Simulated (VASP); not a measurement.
CoC: single point with r2SCAN

CoC:

```
CELL_PARAMETERS angstrom
0.00000 1.99208 1.99208
1.99208 0.00000 1.99208
1.99208 1.99208 0.00000
ATOMIC_POSITIONS crystal
Co 0.00000 0.00000 0.00000
C 0.50000 0.50000 0.50000
```

```
Program                : VASP 6.6.1
Task                   : single point
Functional             : r2SCAN
Potentials or basis    : VASP PAW PBE potentials, release 64 (Co, C)
Cutoff                 : 520 eV
k mesh                 : 24 × 24 × 24
Occupations            : gaussian, width 0.1 eV
Spin                   : collinear spin, ferromagnetic start
Starting moments       : [0.42, 0.0] μB
Dipole correction      : no
Further INCAR settings : ALGO = Normal; EDIFF = 1e-06; NBANDS = 18
```

* Pressure: 1.0 GPa
* Net moment: 0.43 μB per cell
* Site moments: Co +0.37; C +0.05 μB
* Valence electrons inside the program's atomic spheres: Co 8.69; C 2.36

Levels at points of the mesh, in eV from the Fermi level:
Spin up:
```
           k point  band 4  band 5  band 6  band 7  band 8  band 9  band 10  band 11
(0.00, 0.00, 0.00)   -3.02   -2.05   -2.05    1.32    1.32    1.32    13.53    18.56
(0.50, 0.00, 0.00)   -5.22   -1.65   -1.65   -0.40    5.53    5.53    10.08    15.18
(0.50, 0.50, 0.00)   -1.66   -1.66   -1.43   -1.39   -1.39    1.60     9.93    13.13
```
Spin down:
```
           k point  band 3  band 4  band 5  band 6  band 7  band 8  band 9  band 10
(0.00, 0.00, 0.00)   -2.44   -2.44   -1.86   -1.86    1.49    1.49    1.49    13.74
(0.50, 0.00, 0.00)   -5.03   -5.03   -1.05   -1.05    0.20    5.75    5.75    10.18
(0.50, 0.50, 0.00)   -3.93   -1.52   -1.52   -1.23   -0.71   -0.71    1.81    10.14
```

It took 7.1 min on 1 thread of Intel(R) Xeon(R) Platinum 8488C (Sapphire Rapids), on a shared host, peak memory 0.31 GiB.

Caveat: the PAW data sets were made with another functional, which shifts forces and pressure a little.
